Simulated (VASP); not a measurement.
Input of a VASP 6.6.1 run:

File POSCAR:

```
PbS
1.0
    2.0229390469     -5.8270685168      0.0000000000
    2.0229390469      5.8270685168      0.0000000000
    0.0000000000      0.0000000000      4.1620197884
Pb S
2 2
Direct
    0.8694370000      0.1305630000      0.7500000000
    0.1305630000      0.8694370000      0.2500000000
    0.6452030000      0.3547970000      0.7500000000
    0.3547970000      0.6452030000      0.2500000000
```

The input INCAR.step1:

```
SYSTEM = PbS
PREC = Accurate
ENCUT = 520
ISMEAR = 0
SIGMA = 0.01
LREAL = .FALSE.
LASPH = .TRUE.
NELM = 100
NBANDS = 28
GGA = PE
ALGO = Normal
EDIFF = 1E-4
LWAVE = .TRUE.
LCHARG = .FALSE.
```

The input INCAR.step2:

```
SYSTEM = PbS
PREC = Accurate
ENCUT = 520
EDIFF = 1E-6
ISMEAR = 0
SIGMA = 0.01
LREAL = .FALSE.
LASPH = .TRUE.
NELM = 100
ALGO = Normal
ISIF = 2
LWAVE = .FALSE.
LCHARG = .FALSE.
METAGGA = R2SCAN
LMIXTAU = .TRUE.
NBANDS = 28
ISTART = 1
```

KPOINTS

```
regular mesh
0
G
  6 6 6
  0 0 0
```

Potentials or basis: VASP PAW PBE potentials, release 64 (Pb_d, S).

Run with:

```sh
$ cat potpaw_PBE.64/Pb_d/POTCAR potpaw_PBE.64/S/POTCAR > POTCAR
$ cp INCAR.step1 INCAR
$ mpirun -np 1 vasp_std > vasp.out
$ cp INCAR.step2 INCAR
$ mpirun -np 1 vasp_std > vasp.out
```

Q: Predict the largest force.

A: 0.572 eV/Å.

Q: What does it give for the band gap on the k mesh?

A: 1.27 eV (least direct gap 1.66 eV).

Q: Estimate the pressure.

A: 5.6 GPa.

Forces on the atoms (eV/Å):
```
Pb   0.000 -0.572  0.000
Pb   0.000  0.572  0.000
S    0.000  0.330  0.000
S    0.000 -0.330  0.000
```

Caveat: the cell stands under pressure; the PAW data sets were made with another functional, which shifts forces and pressure a little; spin-orbit coupling is left out, which moves the levels of the heavy elements. A k mesh can miss the band edges.
